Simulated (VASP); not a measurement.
# Co (I4_1/amd) in VASP: single point with PBE

Aim: the single point of Co with PBE.

All numbers are computed with VASP 6.6.1; they aren't measurements. Logs are shortened: lines on timing, memory, paths and dates and some standing lists are left out, and cuts for length are marked.

## (1) The cell of the first run

It takes space group I4_1/amd (No. 141, tetragonal). The conventional cell has a = 4.446 Å, b = 4.446 Å, c = 2.365 Å, α = 90.00°, β = 90.00°, γ = 90.00°. Co (site symmetry -4m2) has 10 Co at 2.30 to 2.84 Å within 3.0 Å.

## (2) Single point, PBE, collinear spin, ferromagnetic start

INCAR reads:

```
PREC = Accurate
ENCUT = 520
EDIFF = 1E-6
ISMEAR = -1
SIGMA = 0.1
LREAL = F
LASPH = T
NELM = 150
ALGO = Normal
ISIF = 2
LWAVE = F
LCHARG = T
ISPIN = 2
MAGMOM = 1.7 1.7
LORBIT = 11
LMAXMIX = 4
GGA = PE
LELF = T
LVHAR = T
NBANDS = 20
```

KPOINTS reads:

```
Automatic mesh
0
Gamma
  18 18 18
```

POSCAR reads:

```
Co
1.0
   -2.2229046499      2.2229046499      1.1824946818
    2.2229046499     -2.2229046499      1.1824946818
    2.2229046499      2.2229046499     -1.1824946818
Co
2
Direct
   -0.3750000000     -0.1250000000     -0.2500000000
    0.3750000000      0.1250000000      0.2500000000
```

Potentials or basis: VASP PAW PBE potentials, release 64 (Co).

Run with:

```bash
> cat potpaw_PBE.64/Co/POTCAR > POTCAR
> mpirun -np 1 vasp_std > vasp.out
```

OUTCAR:

```text
PREC = Accurate
   ENCUT = 520
   EDIFF = 1E-6
   ISMEAR = -1
   LREAL = F
   LASPH = T
   NELM = 150
   ISIF = 2
   ISPIN = 2
   LORBIT = 11
   GGA = PE

 ion  position               nearest neighbor table
   1  0.625  0.875  0.750-   2 2.30   2 2.30   2 2.30   2 2.30   2 2.84   2 2.84   2 2.84   2 2.84

   2  0.375  0.125  0.250-   1 2.30   1 2.30   1 2.30   1 2.30   1 2.84   1 2.84   1 2.84   1 2.84

  LATTYP: Found a body centered tetragonal cell.
 ALAT       =     4.4458092998
 C/A-ratio  =     0.5319592461

  Lattice vectors:

 A1 = (  -2.2229046499,   2.2229046499,   1.1824946818)
 A2 = (   2.2229046499,  -2.2229046499,   1.1824946818)
 A3 = (   2.2229046499,   2.2229046499,  -1.1824946818)

Analysis of symmetry for initial positions (statically):
=====================================================================
 Subroutine PRICEL returns:
 Original cell was already a primitive cell.

 Routine SETGRP: Setting up the symmetry group for a
 body centered tetragonal supercell.

 Subroutine GETGRP returns: Found 16 space group operations
 (whereof  4 operations were pure point group operations)
 out of a pool of 16 trial point group operations.

The static configuration has the point symmetry C_2h.
 The point group associated with its full space group is D_4h.

Analysis of symmetry for dynamics (positions and initial velocities):
=====================================================================
 Subroutine PRICEL returns:
 Original cell was already a primitive cell.

 Routine SETGRP: Setting up the symmetry group for a
 body centered tetragonal supercell.

 Subroutine GETGRP returns: Found 16 space group operations
 (whereof  4 operations were pure point group operations)
 out of a pool of 16 trial point group operations.

The dynamic configuration has the point symmetry C_2h.
 The point group associated with its full space group is D_4h.

Analysis of structural, dynamic, and magnetic symmetry:
=====================================================================
 Subroutine PRICEL returns:
 Original cell was already a primitive cell.

 Routine SETGRP: Setting up the symmetry group for a
 body centered tetragonal supercell.

 Subroutine GETGRP returns: Found 16 space group operations
 (whereof  4 operations were pure point group operations)
 out of a pool of 16 trial point group operations.

The overall configuration has the point symmetry C_2h.
 The point group associated with its full space group is D_4h.

 Subroutine INISYM returns: Found 16 space group operations
 (whereof  4 operations are pure point group operations),
 and found     1 'primitive' translations

----------------------------------------------------------------------------------------

                                     Primitive cell

  volume of cell :      23.3723

  direct lattice vectors                    reciprocal lattice vectors
    -2.222904650  2.222904650  1.182494682     0.000000000  0.224930925  0.422834883
     2.222904650 -2.222904650  1.182494682     0.224930925  0.000000000  0.422834883
     2.222904650  2.222904650 -1.182494682     0.224930925  0.224930925  0.000000000

  length of vectors
     3.358705679  3.358705679  3.358705679     0.478939724  0.478939724  0.318100365

  position of ions in fractional coordinates (direct lattice)
     0.625000000  0.875000000  0.750000000
     0.375000000  0.125000000  0.250000000

  ion indices of the primitive-cell ions
   primitive index   ion index
                 1           1
                 2           2

----------------------------------------------------------------------------------------

 KPOINTS: Automatic mesh

Automatic generation of k-mesh.
 Grid dimensions read from file:
 generate k-points for:   18   18   18

 Generating k-lattice:

  Cartesian coordinates                     Fractional coordinates (reciprocal lattice)
     0.000000000  0.012496163  0.023490827     0.055555556 -0.000000000  0.000000000
     0.012496163  0.000000000  0.023490827    -0.000000000  0.055555556  0.000000000
     0.012496163  0.012496163  0.000000000     0.000000000  0.000000000  0.055555556

  Length of vectors
     0.026607762  0.026607762  0.017672243

  Shift w.r.t. Gamma in fractional coordinates (k-lattice)
     0.000000000  0.000000000  0.000000000

 Subroutine IBZKPT returns following result:
 ===========================================

 Found    480 irreducible k-points:

 Following reciprocal coordinates:
            Coordinates               Weight
  0.000000  0.000000  0.000000      1.000000
  0.055556 -0.000000  0.000000      8.000000
  0.111111 -0.000000  0.000000      8.000000
  0.166667 -0.000000  0.000000      8.000000
  0.222222  0.000000 -0.000000      8.000000
  0.277778 -0.000000  0.000000      8.000000
[... 16 lines left out ...]
 -0.277778  0.055556 -0.000000     16.000000
 -0.222222  0.055556  0.000000     16.000000
 [... further k-points ...]
   k-points           NKPTS =    480   k-points in BZ     NKDIM =    480   number of bands    NBANDS=     20
   number of dos      NEDOS =    301   number of ions     NIONS =      2
   total plane-waves  NPLWV =  21952
   dimension x,y,z NGX =    28 NGY =   28 NGZ =   28
   dimension x,y,z NGXF=    56 NGYF=   56 NGZF=   56
   ions per type =               2
   NGX,Y,Z   is equivalent  to a cutoff of  13.86, 13.86, 13.86 a.u.
   NGXF,Y,Z  is equivalent  to a cutoff of  27.72, 27.72, 27.72 a.u.
 SYSTEM =  unknown system
   PREC   = accura    normal or accurate (medium, high low for compatibility)
   ISTART =      0    job   : 0-new  1-cont  2-samecut
   ICHARG =      2    charge: 1-file 2-atom 10-const
   ISPIN  =      2    spin polarized calculation?
   LNONCOLLINEAR =      F non collinear calculations
   LSORBIT =      F    spin-orbit coupling
   LASPH  =      T    aspherical Exc in radial PAW
   ENCUT  =  520.0 eV  38.22 Ry    6.18 a.u.   6.24  6.24  6.24*2*pi/ulx,y,z
   NELM   =    150;   NELMIN=  2; NELMDL= -5     # of ELM steps
   EDIFF  = 0.1E-05   stopping-criterion for ELM
   LREAL  =      F    real-space projection
   EDIFFG = 0.1E-04   stopping-criterion for IOM
   NSW    =      0    number of steps for IOM
   IBRION =     -1    ionic relax: 0-MD 1-quasi-New 2-CG
   NFREE  =      0    steps in history (QN), initial steepest desc. (CG)
   ISIF   =      2    stress and relaxation
   ISYM   =      2    0-nonsym 1-usesym 2-fastsym
   POTIM  = 0.5000    time-step for ionic-motion
   TEBEG  =    0.0;   TEEND  =   0.0 temperature during run
   PSTRESS=    0.0 pullay stress
   NELECT =      18.0000    total number of electrons
   NUPDOWN=      -1.0000    fix difference up-down
   EMIN   =  10.00;   EMAX   =-10.00  energy-range for DOS
   EFERMI =   0.00;   METHOD = LEGACY
   ISMEAR =    -1;   SIGMA  =   0.10  broadening in eV -4-tet -1-fermi 0-gaus
   EFERMI_NEDOS =   21; number of points for ismear=-14 and -15
   IALGO  =     38    algorithm
   IMIX   =      4    mixing-type and parameters
     AMIX     =   0.40;   BMIX     =  1.00
     AMIX_MAG =   1.60;   BMIX_MAG =  1.00
  volume/ion in A,a.u.               =      11.69        78.86
  Fermi-wavevector in a.u.,A,eV,Ry     =   1.500602  2.835726 30.637666  2.251805
  Thomas-Fermi vector in A             =   2.612081
   LORBIT       =     11    0 simple, 1 ext, 2 COOP (PROOUT), +10 PAW based schemes
   GGA     = PE    functional components
   LHFCALC =     F    Hartree Fock is set to
   AEXX    =    0.0000 exact exchange contribution
   IVDW    =     0    specifies the selected vdW correction
   LEPSILON=     F    determine dielectric tensor
   LRPA    =     F    only Hartree local field effects (RPA)
 spin polarized calculation
  energy-cutoff  :      520.00
  volume of cell :       23.37
 maximum number of plane-waves:       646
 NGX is ok and might be reduce to    28
   NGX = 13   NGY = 13   NGZ = 13

 number of electron      17.9999997 magnetization       3.4920882

 Free energy of the ion-electron system (eV)
  ---------------------------------------------------
  ext. energy  EPLUGINS =         0.00000000
  ---------------------------------------------------
  free energy    TOTEN  =       -13.04171355 eV

  energy without entropy =      -12.94836461  energy(sigma->0) =      -12.99503908

 E-fermi :   9.5349     XC(G=0): -12.9117

 val. band max:        9.5345734880   @ k =   0.3333   0.2778   0.1111
 cond. band min:       9.5352516475   @ k =  -0.3889   0.5000   0.2778
 fundamental gap:      0.0006781595
 Fermi energy:         9.5349479291

 spin component 1

 k-point     1 :       0.0000    0.0000    0.0000
  band No.  band energies     occupation
      1       0.7927      1.00000
      2       4.2548      1.00000
      3       5.3482      1.00000
      4       5.5888      1.00000
      5       5.9715      1.00000
      6       7.8203      1.00000
[... 12 lines left out ...]
     19      35.6303      0.00000
     20      35.6304      0.00000
[... 507 lines left out ...]
 k-point    24 :      -0.2222    0.0556    0.0000
  band No.  band energies     occupation
      1       1.9909      1.00000
      2       4.6893      1.00000
      3       5.5043      1.00000
      4       6.0463      1.00000
      5       6.3211      1.00000
      6       6.9808      1.00000
[... 12 lines left out ...]
     19      30.9919      0.00000
     20      31.9839      0.00000

 [... further k-points ...]

 spin component 2

 k-point     1 :       0.0000    0.0000    0.0000
  band No.  band energies     occupation
      1       0.9042      1.00000
      2       5.6497      1.00000
      3       6.6547      1.00000
      4       6.9107      1.00000
      5       7.4362      1.00000
      6       9.8199      0.05473
[... 12 lines left out ...]
     19      35.7743      0.00000
     20      35.7743      0.00000
[... 507 lines left out ...]
 k-point    24 :      -0.2222    0.0556    0.0000
  band No.  band energies     occupation
      1       2.1137      1.00000
      2       6.1090      1.00000
      3       6.8216      1.00000
      4       7.4443      1.00000
      5       7.7930      1.00000
      6       8.7802      0.99947
[... 12 lines left out ...]
     19      31.4512      0.00000
     20      32.3300      0.00000

 [... further k-points ...]
[... 5 lines left out ...]
  --------------------------------------------------------------------------------------
  -------------------------------------------------------------------------------------
  Total        0.8006516      0.8006516      0.8488308      0.0000000      0.0000000     -0.0000000
  in kB       54.8849524     54.8849524     58.1876521      0.0000000      0.0000000     -0.0000000
  external PRESSURE =      55.9858523 kB  Pullay stress =       0.0000000 kB

 VOLUME and BASIS-vectors are now :
 -----------------------------------------------------------------------------
  energy-cutoff  :      520.00
  volume of cell :       23.37
      direct lattice vectors                 reciprocal lattice vectors
    -2.222904650  2.222904650  1.182494682     0.000000000  0.224930925  0.422834883
     2.222904650 -2.222904650  1.182494682     0.224930925  0.000000000  0.422834883
     2.222904650  2.222904650 -1.182494682     0.224930925  0.224930925  0.000000000

 POSITION                                       TOTAL-FORCE (eV/Angst)
 -----------------------------------------------------------------------------------
      2.22290      1.11145      0.88687         0.000000     -0.000000     -0.000000
      0.00000      1.11145      0.29562        -0.000000      0.000000      0.000000
 -----------------------------------------------------------------------------------
    total drift:                                0.000000      0.000000     -0.000000

  FREE ENERGIE OF THE ION-ELECTRON SYSTEM (eV)
  ---------------------------------------------------
  free  energy   TOTEN  =       -13.0417135465 eV

  energy  without entropy=      -12.9483646129  energy(sigma->0) =      -12.99503908

 total charge

# of ion       s       p       d       tot
------------------------------------------
    1        0.500   0.467   7.289   8.255
    2        0.500   0.467   7.289   8.255
--------------------------------------------------
tot          0.999   0.934  14.578  16.510

 magnetization (x)

# of ion       s       p       d       tot
------------------------------------------
    1       -0.003  -0.021   1.775   1.751
    2       -0.003  -0.021   1.775   1.751
--------------------------------------------------
tot         -0.005  -0.042   3.550   3.503
```

Wall time 4 min (1 thread of Intel Xeon 6975P-C (Granite Rapids), shared host); peak memory 0.42 GiB.

Results:

```
Free energy                                           : -13.0417 eV
Pressure                                              : 5.6 GPa
Net moment                                            : 3.49 μB per cell
Site moments                                          : Co +1.75 μB
Valence electrons inside the program's atomic spheres : Co 8.26
```

Levels at points of the mesh, in eV from the Fermi level:
Spin up:
| k point | band 9 | band 10 | band 11 | band 12 | band 13 | band 14 |
| --- | --- | --- | --- | --- | --- | --- |
| (0.00, 0.00, 0.00) | -1.68 | -1.00 | -0.11 | 5.83 | 5.83 | 11.96 |
| (0.50, 0.00, 0.00) | -1.00 | -0.87 | 1.16 | 4.51 | 7.75 | 8.19 |
| (0.50, 0.50, 0.00) | -1.32 | -1.32 | -1.10 | -1.10 | 11.89 | 11.89 |
| (0.50, 0.50, 0.50) | -1.56 | -1.56 | -1.29 | -1.29 | 4.27 | 4.27 |
Spin down:
| k point | band 5 | band 6 | band 7 | band 8 | band 9 | band 10 |
| --- | --- | --- | --- | --- | --- | --- |
| (0.00, 0.00, 0.00) | -2.10 | 0.28 | 0.28 | 0.32 | 0.32 | 1.27 |
| (0.50, 0.00, 0.00) | -0.81 | -0.79 | -0.73 | 0.41 | 0.74 | 0.78 |
| (0.50, 0.50, 0.00) | -1.64 | -1.64 | -0.12 | -0.12 | 0.68 | 0.68 |
| (0.50, 0.50, 0.50) | -1.28 | -1.28 | -0.07 | -0.07 | 0.44 | 0.44 |

Caveat: the cell stands under pressure.
